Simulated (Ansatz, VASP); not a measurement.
# Two plane-wave programs on K

File INCAR:

```
PREC = Accurate ; ENCUT = 520
EDIFF = 1E-6 ; ISMEAR = 0
SIGMA = 0.1 ; LREAL = F
LASPH = T ; NELM = 80
ALGO = Normal ; ISIF = 2
LWAVE = F ; LCHARG = T
GGA = PE ; LELF = T
LVHAR = T ; NBANDS = 16
```

Contents of KPOINTS:

```
Automatic mesh
0
Gamma
  9 9 6
```

File POSCAR:

```
K
1.0
    4.8214497311      0.0000000000      0.0000000000
   -2.4107248655      4.1754979501      0.0000000000
    0.0000000000      0.0000000000      7.6921638248
K
2
Direct
    0.3333333300      0.6666666700      0.2500000000
    0.6666666700      0.3333333300      0.7500000000
```

Input for Ansatz:

```yaml
crystal:
  lattice:
    - [4.8214497311, 0.0, 0.0]
    - [-2.4107248655, 4.1754979501, 0.0]
    - [0.0, 0.0, 7.6921638248]
  atoms:
    - { symbol: K, position: [0.33333333, 0.66666667, 0.25] }
    - { symbol: K, position: [0.66666667, 0.33333333, 0.75] }
basis:
  ecutwfc: 420
kpoints:
  mp_grid: { grid: [9, 9, 6] }
hamiltonian:
  xc: pbe
scf:
  occupations: { method: gaussian, width: 0.1 }
output:
  forces: true
  stress: true
  eigenvalues: true
  populations: true
```

Alike in both runs: task single point; functional PBE; k mesh 9 × 9 × 6; occupations gaussian, width 0.1 eV; no spin polarisation.

|  | VASP | Ansatz |
| --- | --- | --- |
| version | VASP 6.6.1 | Ansatz 0.2.0 |
| potentials or method | VASP PAW PBE potentials, release 64 (K_sv), cutoff 520 eV | scalar-relativistic, plane waves, PAW |
| valence electrons in the cell | 18 | 18 |

Ansatz gave:

| Quantity | Value |
| --- | --- |
| gap on the k mesh at the Fermi level (eV) | none |
| pressure (GPa) | -0.1 |
| traceless stress, the component that is largest in VASP (GPa) | 0.13 |

Question: Which values does VASP return?

Answer: gap on the k mesh at the Fermi level (eV): none; pressure (GPa): -0.2; traceless stress, the component that is largest in VASP (GPa): 0.13.

A gap of «none» marks a metal or a gap that the smearing closes.
